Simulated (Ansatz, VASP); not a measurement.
**SnO2 in VASP and in Ansatz**

Contents of INCAR:

```
PREC = Accurate
ENCUT = 520
EDIFF = 1E-7
ISMEAR = 0
SIGMA = 0.05
LREAL = F
LASPH = T
NELM = 100
ALGO = Normal
ISIF = 2
LWAVE = F
LCHARG = F
GGA = PE
NBANDS = 35
```

Contents of KPOINTS:

```
Automatic mesh
0
Gamma
  6 6 8
```

Contents of POSCAR:

```
SnO2
1.0
    4.8840370816      0.0000000000      0.0000000000
    0.0000000000      4.8840509251      0.0000000000
    0.0000000000      0.0000000000      3.1624583641
Sn O
2 4
Direct
    0.5000000000      0.5000000000      0.5000000000
    0.0000000000      0.0000000000      0.0000000000
    0.2696607915      0.3435373615      0.0000000000
    0.7696607915      0.1564626385      0.5000000000
    0.2303392085      0.8435373615      0.5000000000
    0.7303392085      0.6564626385      0.0000000000
```

Input for Ansatz:

```yaml
crystal:
  lattice:
    - [4.8840370816, 0.0, 0.0]
    - [0.0, 4.8840509251, 0.0]
    - [0.0, 0.0, 3.1624583641]
  atoms:
    - { symbol: Sn, position: [0.5, 0.5, 0.5] }
    - { symbol: Sn, position: [0.0, 0.0, 0.0] }
    - { symbol: O, position: [0.2696607915, 0.3435373615, 0.0] }
    - { symbol: O, position: [0.7696607915, 0.1564626385, 0.5] }
    - { symbol: O, position: [0.2303392085, 0.8435373615, 0.5] }
    - { symbol: O, position: [0.7303392085, 0.6564626385, 0.0] }
basis:
  ecutwfc: 520.0
kpoints:
  mp_grid: { grid: [6, 6, 8] }
hamiltonian:
  xc: pbe
  pseudopotentials: { kind: paw, azcp: { folder: soft_1 } }
scf:
  occupations: { method: gaussian, width: 0.05 }
output:
  forces: true
  stress: true
  eigenvalues: true
```

Change from the starting cell: mode 4 frozen in at -0.252 Å, strain +e along z and -e/2 along x and y -0.0233.

Alike in both runs: task single point; functional PBE; k mesh 6 × 6 × 8; occupations gaussian, width 0.05 eV; no spin polarisation.

|  | VASP | Ansatz |
| --- | --- | --- |
| version | VASP 6.6.1 | Ansatz 0.2.0 |
| potentials or method | VASP PAW PBE potentials, release 64 (Sn_d, O), cutoff 520 eV | scalar-relativistic, plane waves, PAW |
| valence electrons in the cell | 52 | 52 |

```tsv
	VASP	Ansatz	Ansatz less VASP
gap on the k mesh at the Fermi level (eV)	1.12	1.13	+0.014
least direct gap on the mesh (eV)	1.21	1.22	+0.013
pressure (GPa)	-0.4	-0.9	-0.59
traceless stress, the component that is largest in VASP (GPa)	5.01	4.76	-0.249
rms of the force components (eV/Å)	0.137	0.146	+0.0085
```

Atom by atom the forces differ by 0.014 eV/Å (rms over components).
